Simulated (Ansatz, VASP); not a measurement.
# Two plane-wave programs on FeO

INCAR

```
ALGO = Normal
EDIFF = 1E-6
ENCUT = 600
GGA = PS
GGA_COMPAT = False
ISIF = 2
ISMEAR = 0
ISPIN = 2
LASPH = True
LCHARG = True
LELF = True
LMAXMIX = 4
LORBIT = 11
LREAL = False
LVHAR = True
LWAVE = False
MAGMOM = 4 4 0 0
NBANDS = 26
NELM = 200
PREC = Accurate
SIGMA = 0.1
```

File KPOINTS:

```
k-points
0
Gamma
  6 6 4
```

POSCAR

```
FeO
1.0
    3.1108531147      0.0000000000      0.0000000000
   -1.5554265574      2.6940778247      0.0000000000
    0.0000000000      0.0000000000      5.3574807722
Fe O
2 2
Direct
    0.0000000000      0.0000000000      0.0095000857
    0.3333333333      0.6666666667      0.5095004921
    0.0000000000      0.0000000000      0.3655001718
    0.3333333333      0.6666666667      0.8655002503
```

Input for Ansatz:

```yaml
crystal:
  lattice:
    - [3.1108531147, 0.0, 0.0]
    - [-1.5554265574, 2.6940778247, 0.0]
    - [0.0, 0.0, 5.3574807722]
  atoms:
    - { symbol: Fe, position: [0.0, 0.0, 0.0095000857], spin: 4.0 }
    - { symbol: Fe, position: [0.3333333333, 0.6666666667, 0.5095004921], spin: 4.0 }
    - { symbol: O, position: [0.0, 0.0, 0.3655001718] }
    - { symbol: O, position: [0.3333333333, 0.6666666667, 0.8655002503] }
basis:
  ecutwfc: 420
kpoints:
  mp_grid: { grid: [6, 6, 4] }
hamiltonian:
  xc: pbesol
scf:
  occupations: { method: gaussian, width: 0.1 }
  lower_state_search: "off"
output:
  forces: true
  stress: true
  eigenvalues: true
  populations: true
magnetization:
  spin_polarized: true
```

Alike in both runs: task single point; functional PBEsol; k mesh 6 × 6 × 4; occupations gaussian, width 0.1 eV; collinear spin.

|  | VASP | Ansatz |
| --- | --- | --- |
| version | VASP 6.6.1 | Ansatz 0.2.0 |
| potentials or method | VASP PAW PBE potentials, release 64 (Fe, O), cutoff 600 eV | scalar-relativistic, plane waves, PAW |
| valence electrons in the cell | 28 | 44 |

|  | VASP | Ansatz | Ansatz less VASP |
| --- | --- | --- | --- |
| gap on the k mesh at the Fermi level (eV) | none | none | - |
| pressure (GPa) | 6.2 | 5.6 | -0.56 |
| traceless stress, the component that is largest in VASP (GPa) | 2.75 | 2.69 | -0.051 |
| rms of the force components (eV/Å) | 0.145 | 0.161 | +0.0161 |
| net moment per atom (μB) | 1.98 | 1.98 | +0.004 |
| size of the moment on the site where the two differ most (μB) | 3.53 | 3.19 | -0.339 |

VASP's potentials were made for PBE, not for PBEsol. Site moments also hang on the region over which each program counts them. Atom by atom the forces differ by 0.016 eV/Å (rms over components). A gap of «none» marks a metal or a gap that the smearing closes. VASP's potentials hold 28 valence electrons a cell and Ansatz's 44, so a difference there can come from the potentials and not from the codes. Ansatz's warnings: structure snapped to symmetry.

The k mesh is coarse, so the values compare programs but aren't converged.
